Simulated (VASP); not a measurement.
Wanted: the native input for a VASP 6.6.1 run.

| Property | Result |
| --- | --- |
| Task | relaxation of cell and atoms |
| Functional | PBE |
| Potentials or basis | VASP PAW PBE potentials, release 64 (Ti_sv, C) |
| Cutoff | 600 eV |
| k mesh | 13 × 13 × 13 |
| Occupations | fermi-dirac, width 0.05 eV |
| Spin | no spin polarisation |
| Target pressure | 20 GPa |
| Dipole correction | no |
| Further INCAR settings | ALGO = Normal; EDIFF = 1e-07; IBRION = 2; EDIFFG = -0.01; NSW = 80; ISIF = 3 |

The structure of TiC lies in POSCAR:

```
TiC
1.0
    0.0000000000      2.1593000000      2.1593000000
    2.1593000000      0.0000000000      2.1593000000
    2.1593000000      2.1593000000      0.0000000000
Ti C
1 1
Direct
    0.0000000000      0.0000000000      0.0000000000
    0.5000000000      0.5000000000      0.5000000000
```

These files were run (other wordings do the same):

INCAR

```
PREC = Accurate
ENCUT = 600
EDIFF = 1E-7
ISMEAR = -1
SIGMA = 0.05
LREAL = F
LASPH = T
NELM = 120
ALGO = Normal
ISIF = 3
LWAVE = F
LCHARG = F
GGA = PE
IBRION = 2
NSW = 80
EDIFFG = -0.01
PSTRESS = 200.0
GGA_COMPAT = F
NELMIN = 4
```

KPOINTS

```
Automatic mesh
0
Gamma
  13 13 13
```

Potentials or basis: VASP PAW PBE potentials, release 64 (Ti_sv, C).

Launch:

```sh
$ cat potpaw_PBE.64/Ti_sv/POTCAR potpaw_PBE.64/C/POTCAR > POTCAR
$ mpirun -np 1 vasp_std > vasp.out
```

It gave:

```yaml
Relaxed_volume: 9.49 Å³/atom
Relaxed_cell: a = 2.994 Å, b = 2.994 Å, c = 2.994 Å, α = 60.00°, β = 60.00°, γ = 60.00°
Space_group_after_relaxing_to_0.05_Å: Fm-3m (No. 225)
Energy_change_on_relaxing_the_enthalpy_is_what_falls: +39.3 meV/atom
Ionic_steps: 4
Pressure_after_relaxing: 19.9 GPa
Band_gap_on_the_k_mesh: zero (band 8 reaches 10.95 eV, above the bottom of band 9 at 9.83 eV)
```

Caveat: the cell is relaxed towards a set pressure, so the enthalpy falls and the energy may rise.

Run time: 43 s on 1 thread of Intel Xeon 6975P-C, with other jobs on the host, peak memory 0.17 GiB.
